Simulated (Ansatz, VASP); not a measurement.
**One calculation of CuO, two programs**

```
Cu O
1.0
     2.34185   -1.71130    0.00000
    -1.49182   -1.71130   -5.05787
     2.34185    5.13390    0.00000
Cu O
4 4
Cartesian
  0.0059 -0.6953 -4.8382
  3.1860 2.4066 -0.2196
  1.5778 2.0647 -2.6395
  1.6140 -0.3534 -2.4183
  -0.0539 -1.8744 -3.5775
  1.3289 1.3158 -4.0093
  0.1793 -0.6038 -1.7610
  2.5875 -0.5489 -0.7679
```

Alike in both runs: task single point; functional PBE; k mesh 7 × 4 × 4; occupations fermi-dirac, width 0.05 eV; no spin polarisation.

```csv
,VASP,Ansatz
version,VASP 6.6.1,Ansatz 0.2.0
potentials or method,"VASP PAW PBE potentials, release 64 (Cu, O)",Ansatz PAW
plane-wave cutoff (eV),520,420
valence electrons in the cell,68,100
```

```csv
,VASP,Ansatz,Ansatz less VASP
gap on the k mesh at the Fermi level (eV),none,none,-
rms of the force components (eV/Å),4.919,4.864,-0.0541
```

Atom by atom the forces differ by 0.094 eV/Å (rms over components). A gap of «none» marks a metal or a gap that the smearing closes. The functional is the same, so the differences come from potentials, cutoffs and numerics. VASP's potentials hold 68 valence electrons a cell and Ansatz's 100, so a difference there can come from the potentials and not from the codes.
